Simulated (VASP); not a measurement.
ZnS (Wurtzite-2H): density of states with PBE

The system is ZnS (Wurtzite-2H).

```
CELL_PARAMETERS angstrom
3.84551 0.00000 0.00000
-1.92275 3.33031 0.00000
0.00000 0.00000 6.30529
ATOMIC_POSITIONS crystal
Zn 0.33333 0.66667 0.00522
Zn 0.66667 0.33333 0.50522
S 0.33333 0.66667 0.37978
S 0.66667 0.33333 0.87978
```

```yaml
Program: VASP 6.6.1
Task: density of states
Functional: PBE
Potentials_or_basis: VASP PAW PBE potentials, release 64 (Zn, S)
Cutoff: 520 eV
k_mesh: 9 × 9 × 6
Occupations: gaussian, width 0.02 eV
Spin: no spin polarisation
Dipole_correction: no
k_mesh_for_the_DOS: 14 × 14 × 9
Occupations_for_the_DOS: tetrahedron
Further_INCAR_settings: ALGO = Normal; EDIFF = 1e-06; NBANDS = 26
```

The valence electrons inside the program's atomic spheres are Zn 10.77; S 3.74.

Levels at points of the mesh, in eV from the valence-band top:
| k point | band 14 | band 15 | band 16 | band 17 | band 18 | band 19 | band 20 | band 21 | band 22 | band 23 |
| --- | --- | --- | --- | --- | --- | --- | --- | --- | --- | --- |
| (0.00, 0.00, 0.00) | -0.86 | -0.86 | -0.07 | 0.00 | 0.00 | 2.08 | 3.05 | 6.33 | 6.33 | 6.59 |
| (0.50, 0.00, 0.00) | -4.01 | -3.14 | -2.14 | -1.61 | -0.85 | 3.68 | 4.18 | 5.14 | 6.93 | 7.29 |

Run time: 2.9 min on 1 thread of Intel(R) Xeon(R) Platinum 8488C (Sapphire Rapids), on a shared host, peak memory 0.33 GiB.
